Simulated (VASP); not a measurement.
# GaAs (F-43m) in VASP: a series of runs

The runs below take GaAs through single point, with PBE.

Program: VASP 6.6.1. These are calculated values, not measurements. Logs are shortened: lines on timing, memory, paths and dates and some standing lists are left out, and cuts for length are marked.

### Step 1. The cell of the first run

Symmetry: F-43m, No. 216, cubic system. Conventional cell: a = 5.666 Å, b = 5.666 Å, c = 5.666 Å, α = 90.00°, β = 90.00°, γ = 90.00°. Ga (site symmetry -43m) has 4 As at 2.45 Å within 3.2 Å. As (site symmetry -43m) has 4 Ga at 2.45 Å within 3.2 Å.

### Step 2. Single point, PBE

INCAR reads:

```
PREC = Accurate
ENCUT = 520
EDIFF = 1E-6
ISMEAR = 0
SIGMA = 0.01
LREAL = False
LASPH = True
NELM = 60
ALGO = Normal
ISIF = 2
LWAVE = False
LCHARG = False
GGA = PE
NBANDS = 16
```

KPOINTS reads:

```
regular mesh
0
Gamma
  4 4 4
```

POSCAR reads:

```
GaAs
1.0
    0.0000000000      2.8330850941      2.8330850941
    2.8330850941      0.0000000000      2.8330850941
    2.8330850941      2.8330850941      0.0000000000
Ga As
1 1
Direct
    0.0000000000      0.0000000000      0.0000000000
    0.2500000000      0.2500000000      0.2500000000
```

Potentials or basis: VASP PAW PBE potentials, release 64 (Ga_d, As).

On the command line:

```sh
$ cat potpaw_PBE.64/Ga_d/POTCAR potpaw_PBE.64/As/POTCAR > POTCAR
$ mpirun -np 1 vasp_std > vasp.out
```

OUTCAR:

```text
PREC = Accurate
   ENCUT = 520
   EDIFF = 1E-6
   ISMEAR = 0
   LREAL = False
   LASPH = True
   NELM = 60
   ISIF = 2
   GGA = PE

 ion  position               nearest neighbor table
   1  0.000  0.000  0.000-   2 2.45   2 2.45   2 2.45   2 2.45
   2  0.250  0.250  0.250-   1 2.45   1 2.45   1 2.45   1 2.45

  LATTYP: Found a face centered cubic cell.
 ALAT       =     5.6661701882

  Lattice vectors:

 A1 = (   0.0000000000,   2.8330850941,   2.8330850941)
 A2 = (   2.8330850941,   0.0000000000,   2.8330850941)
 A3 = (   2.8330850941,   2.8330850941,   0.0000000000)

Analysis of symmetry for initial positions (statically):
=====================================================================
 Subroutine PRICEL returns:
 Original cell was already a primitive cell.

 Routine SETGRP: Setting up the symmetry group for a
 face centered cubic supercell.

 Subroutine GETGRP returns: Found 24 space group operations
 (whereof 24 operations were pure point group operations)
 out of a pool of 48 trial point group operations.

The static configuration has the point symmetry T_d .

Analysis of symmetry for dynamics (positions and initial velocities):
=====================================================================
 Subroutine PRICEL returns:
 Original cell was already a primitive cell.

 Routine SETGRP: Setting up the symmetry group for a
 face centered cubic supercell.

 Subroutine GETGRP returns: Found 24 space group operations
 (whereof 24 operations were pure point group operations)
 out of a pool of 48 trial point group operations.

The dynamic configuration has the point symmetry T_d .

 Subroutine INISYM returns: Found 24 space group operations
 (whereof 24 operations are pure point group operations),
 and found     1 'primitive' translations

----------------------------------------------------------------------------------------

                                     Primitive cell

  volume of cell :      45.4788

  direct lattice vectors                    reciprocal lattice vectors
     0.000000000  2.833085094  2.833085094    -0.176486051  0.176486051  0.176486051
     2.833085094  0.000000000  2.833085094     0.176486051 -0.176486051  0.176486051
     2.833085094  2.833085094  0.000000000     0.176486051  0.176486051 -0.176486051

  length of vectors
     4.006587363  4.006587363  4.006587363     0.305682807  0.305682807  0.305682807

  position of ions in fractional coordinates (direct lattice)
     0.000000000  0.000000000  0.000000000
     0.250000000  0.250000000  0.250000000

  ion indices of the primitive-cell ions
   primitive index   ion index
                 1           1
                 2           2

----------------------------------------------------------------------------------------

 KPOINTS: regular mesh

Automatic generation of k-mesh.
 Grid dimensions read from file:
 generate k-points for:    4    4    4

 Generating k-lattice:

  Cartesian coordinates                     Fractional coordinates (reciprocal lattice)
    -0.044121513  0.044121513  0.044121513     0.250000000  0.000000000  0.000000000
     0.044121513 -0.044121513  0.044121513     0.000000000  0.250000000  0.000000000
     0.044121513  0.044121513 -0.044121513     0.000000000  0.000000000  0.250000000

  Length of vectors
     0.076420702  0.076420702  0.076420702

  Shift w.r.t. Gamma in fractional coordinates (k-lattice)
     0.000000000  0.000000000  0.000000000

 Subroutine IBZKPT returns following result:
 ===========================================

 Found      8 irreducible k-points:

 Following reciprocal coordinates:
            Coordinates               Weight
  0.000000  0.000000  0.000000      1.000000
  0.250000  0.000000  0.000000      8.000000
  0.500000  0.000000  0.000000      4.000000
  0.250000  0.250000  0.000000      6.000000
  0.500000  0.250000  0.000000     24.000000
 -0.250000  0.250000  0.000000     12.000000
  0.500000  0.500000  0.000000      3.000000
 -0.250000  0.500000  0.250000      6.000000
   k-points           NKPTS =      8   k-points in BZ     NKDIM =      8   number of bands    NBANDS=     16
   number of dos      NEDOS =    301   number of ions     NIONS =      2
   total plane-waves  NPLWV =  27000
   dimension x,y,z NGX =    30 NGY =   30 NGZ =   30
   dimension x,y,z NGXF=    60 NGYF=   60 NGZF=   60
   ions per type =               1   1
   NGX,Y,Z   is equivalent  to a cutoff of  12.45, 12.45, 12.45 a.u.
   NGXF,Y,Z  is equivalent  to a cutoff of  24.90, 24.90, 24.90 a.u.
 SYSTEM =  unknown system
   PREC   = accura    normal or accurate (medium, high low for compatibility)
   ISTART =      0    job   : 0-new  1-cont  2-samecut
   ICHARG =      2    charge: 1-file 2-atom 10-const
   ISPIN  =      1    spin polarized calculation?
   LNONCOLLINEAR =      F non collinear calculations
   LSORBIT =      F    spin-orbit coupling
   LASPH  =      T    aspherical Exc in radial PAW
   ENCUT  =  520.0 eV  38.22 Ry    6.18 a.u.   7.45  7.45  7.45*2*pi/ulx,y,z
   NELM   =     60;   NELMIN=  2; NELMDL= -5     # of ELM steps
   EDIFF  = 0.1E-05   stopping-criterion for ELM
   LREAL  =      F    real-space projection
   EDIFFG = 0.1E-04   stopping-criterion for IOM
   NSW    =      0    number of steps for IOM
   IBRION =     -1    ionic relax: 0-MD 1-quasi-New 2-CG
   NFREE  =      0    steps in history (QN), initial steepest desc. (CG)
   ISIF   =      2    stress and relaxation
   ISYM   =      2    0-nonsym 1-usesym 2-fastsym
   POTIM  = 0.5000    time-step for ionic-motion
   TEBEG  =    0.0;   TEEND  =   0.0 temperature during run
   PSTRESS=    0.0 pullay stress
   NELECT =      18.0000    total number of electrons
   NUPDOWN=      -1.0000    fix difference up-down
   EMIN   =  10.00;   EMAX   =-10.00  energy-range for DOS
   EFERMI =   0.00;   METHOD = LEGACY
   ISMEAR =     0;   SIGMA  =   0.01  broadening in eV -4-tet -1-fermi 0-gaus
   EFERMI_NEDOS =   21; number of points for ismear=-14 and -15
   IALGO  =     38    algorithm
   IMIX   =      4    mixing-type and parameters
     AMIX     =   0.40;   BMIX     =  1.00
     AMIX_MAG =   1.60;   BMIX_MAG =  1.00
  volume/ion in A,a.u.               =      22.74       153.45
  Fermi-wavevector in a.u.,A,eV,Ry     =   1.201977  2.271407 19.656990  1.444748
  Thomas-Fermi vector in A             =   2.337771
   LORBIT       =      0    0 simple, 1 ext, 2 COOP (PROOUT), +10 PAW based schemes
   GGA     = PE    functional components
   LHFCALC =     F    Hartree Fock is set to
   AEXX    =    0.0000 exact exchange contribution
   IVDW    =     0    specifies the selected vdW correction
   LEPSILON=     F    determine dielectric tensor
   LRPA    =     F    only Hartree local field effects (RPA)
 non-spin polarized calculation
 Gauss-broadening in eV      SIGMA  =   0.01
  energy-cutoff  :      520.00
  volume of cell :       45.48
 maximum number of plane-waves:      1243
 NGX is ok and might be reduce to    30
   NGX = 15   NGY = 15   NGZ = 15

 number of electron      17.9999990 magnetization

 Free energy of the ion-electron system (eV)
  ---------------------------------------------------
  ext. energy  EPLUGINS =         0.00000000
  ---------------------------------------------------
  free energy    TOTEN  =        -8.07966099 eV

  energy without entropy =       -8.07966099  energy(sigma->0) =       -8.07966099

 E-fermi :   3.9732     XC(G=0):  -9.5309

 val. band max:        3.9192578702   @ k =   0.0000   0.0000   0.0000
 cond. band min:       4.3782180037   @ k =   0.0000   0.0000   0.0000
 fundamental gap:      0.4589601335
 Fermi energy:         3.9731501846

 k-point     1 :       0.0000    0.0000    0.0000
  band No.  band energies     occupation
      1     -10.9330      2.00000
      2     -10.9330      2.00000
      3     -10.9330      2.00000
      4     -10.8568      2.00000
      5     -10.8568      2.00000
      6      -8.7616      2.00000
[... 8 lines left out ...]
     15      13.9958      0.00000
     16      13.9958      0.00000

 k-point     2 :       0.2500    0.0000    0.0000
  band No.  band energies     occupation
      1     -10.9732      2.00000
      2     -10.9221      2.00000
      3     -10.9221      2.00000
      4     -10.8565      2.00000
      5     -10.8565      2.00000
      6      -8.0753      2.00000
[... 8 lines left out ...]
     15      12.9089      0.00000
     16      12.9089      0.00000

 k-point     3 :       0.5000    0.0000    0.0000
  band No.  band energies     occupation
      1     -11.0079      2.00000
      2     -10.9142      2.00000
      3     -10.9142      2.00000
      4     -10.8530      2.00000
      5     -10.8530      2.00000
      6      -7.0111      2.00000
[... 8 lines left out ...]
     15      15.7325      0.00000
     16      15.7325      0.00000

 k-point     4 :       0.2500    0.2500    0.0000
  band No.  band energies     occupation
      1     -10.9930      2.00000
      2     -10.9097      2.00000
      3     -10.9097      2.00000
      4     -10.8680      2.00000
      5     -10.8506      2.00000
      6      -7.8412      2.00000
[... 8 lines left out ...]
     15      14.9948      0.00000
     16      15.2773      0.00000

 k-point     5 :       0.5000    0.2500    0.0000
  band No.  band energies     occupation
      1     -11.0194      2.00000
      2     -10.9038      2.00000
      3     -10.8987      2.00000
      4     -10.8673      2.00000
      5     -10.8499      2.00000
      6      -6.7226      2.00000
[... 8 lines left out ...]
     15      15.8820      0.00000
     16      16.4467      0.00000

 k-point     6 :      -0.2500    0.2500    0.0000
  band No.  band energies     occupation
      1     -11.0050      2.00000
      2     -10.9105      2.00000
      3     -10.9085      2.00000
      4     -10.8586      2.00000
      5     -10.8565      2.00000
      6      -7.1343      2.00000
[... 8 lines left out ...]
     15      14.2165      0.00000
     16      16.5517      0.00000

 k-point     7 :       0.5000    0.5000    0.0000
  band No.  band energies     occupation
      1     -11.0389      2.00000
      2     -10.8853      2.00000
      3     -10.8853      2.00000
      4     -10.8815      2.00000
      5     -10.8443      2.00000
      6      -6.2728      2.00000
[... 8 lines left out ...]
     15      17.1654      0.00000
     16      17.2235      0.00000

 k-point     8 :      -0.2500    0.5000    0.2500
  band No.  band energies     occupation
      1     -11.0261      2.00000
      2     -10.9030      2.00000
      3     -10.8899      2.00000
      4     -10.8672      2.00000
      5     -10.8528      2.00000
      6      -6.2160      2.00000
[... 8 lines left out ...]
     15      16.0550      0.00000
     16      17.1811      0.00000

------------------------ aborting loop because EDIFF is reached ----------------------------------------

  FORCE on cell =-STRESS in cart. coord.  units (eV):
  Direction    XX          YY          ZZ          XY          YZ          ZX
  --------------------------------------------------------------------------------------
  -------------------------------------------------------------------------------------
  Total        0.9075330      0.9075330      0.9075330      0.0000000      0.0000000      0.0000000
  in kB       31.9715825     31.9715825     31.9715825      0.0000000      0.0000000      0.0000000
  external PRESSURE =      31.9715825 kB  Pullay stress =       0.0000000 kB

 VOLUME and BASIS-vectors are now :
 -----------------------------------------------------------------------------
  energy-cutoff  :      520.00
  volume of cell :       45.48
      direct lattice vectors                 reciprocal lattice vectors
     0.000000000  2.833085094  2.833085094    -0.176486051  0.176486051  0.176486051
     2.833085094  0.000000000  2.833085094     0.176486051 -0.176486051  0.176486051
     2.833085094  2.833085094  0.000000000     0.176486051  0.176486051 -0.176486051

 POSITION                                       TOTAL-FORCE (eV/Angst)
 -----------------------------------------------------------------------------------
      0.00000      0.00000      0.00000        -0.000000     -0.000000      0.000000
      1.41654      1.41654      1.41654         0.000000      0.000000     -0.000000
 -----------------------------------------------------------------------------------
    total drift:                                0.000002      0.000002      0.000002

  FREE ENERGIE OF THE ION-ELECTRON SYSTEM (eV)
  ---------------------------------------------------
  free  energy   TOTEN  =        -8.0796609855 eV

  energy  without entropy=       -8.0796609855  energy(sigma->0) =       -8.07966099
```

Wall time 7.2 s (1 thread of Intel Xeon Platinum 8375C at 2.90GHz (Ice Lake), shared host); peak memory 0.14 GiB.

Results:

| Property | Result |
| --- | --- |
| Free energy | -8.0797 eV |
| Pressure | 3.2 GPa |
| Band gap on the k mesh | 0.46 eV, direct |

Levels at points of the mesh, in eV from the valence-band top:
```csv
k point,band 7,band 8,band 9,band 10,band 11,band 12
"(0.00, 0.00, 0.00)",0.00,0.00,0.00,0.46,3.69,3.69
"(0.50, 0.00, 0.00)",-6.63,-1.14,-1.14,0.96,4.60,4.60
"(0.50, 0.50, 0.00)",-6.82,-2.67,-2.67,1.45,1.64,10.09
```

Caveat: the k points lie up to 0.48 Å⁻¹ apart. As with any semilocal functional, this PBE gap is likely too small.

### Step 3. Single point, PBE (strain -2.5%)

INCAR reads:

```
SYSTEM = GaAs
PREC = Accurate
ENCUT = 520
EDIFF = 1E-6
ISMEAR = 0
SIGMA = 0.01
LREAL = .FALSE.
LASPH = .TRUE.
NELM = 60
ALGO = Normal
ISIF = 2
LWAVE = .FALSE.
LCHARG = .TRUE.
GGA = PE
LELF = .TRUE.
LVHAR = .TRUE.
NBANDS = 16
```

KPOINTS reads:

```
Automatic mesh
0
G
  4 4 4
  0 0 0
```

POSCAR reads:

```
GaAs
1.0
    0.0000000000      2.7622579668      2.7622579668
    2.7622579668      0.0000000000      2.7622579668
    2.7622579668      2.7622579668      0.0000000000
Ga As
1 1
Direct
    0.0000000000      0.0000000000      0.0000000000
    0.2500000000      0.2500000000      0.2500000000
```

Potentials or basis: VASP PAW PBE potentials, release 64 (Ga_d, As).

On the command line:

```sh
$ cat potpaw_PBE.64/Ga_d/POTCAR potpaw_PBE.64/As/POTCAR > POTCAR
$ mpirun -np 1 vasp_std > vasp.out
```

Run time: 8.2 s. Hardware: 1 thread of Intel Xeon Platinum 8375C at 2.90GHz (Ice Lake), shared host; peak memory 0.15 GiB.

The run converged. Its results:

```
Free energy            : -7.9464 eV
Pressure               : 10.0 GPa
Band gap on the k mesh : 1.05 eV, direct
```

Levels at points of the mesh, in eV from the valence-band top:
```
           k point  band 6  band 7  band 8  band 9  band 10  band 11  band 12  band 13
(0.00, 0.00, 0.00)  -13.25    0.00    0.00    0.00     1.05     3.71     3.71     3.71
(0.50, 0.00, 0.00)  -11.26   -7.06   -1.26   -1.26     1.18     4.62     4.62     7.79
(0.50, 0.50, 0.00)  -10.42   -7.18   -2.95   -2.95     1.30     1.58    10.71    10.71
```

Caveat: the k points lie up to 0.49 Å⁻¹ apart; the cell differs from its parent crystal (strain -2.5%). A k mesh can miss the band edges.
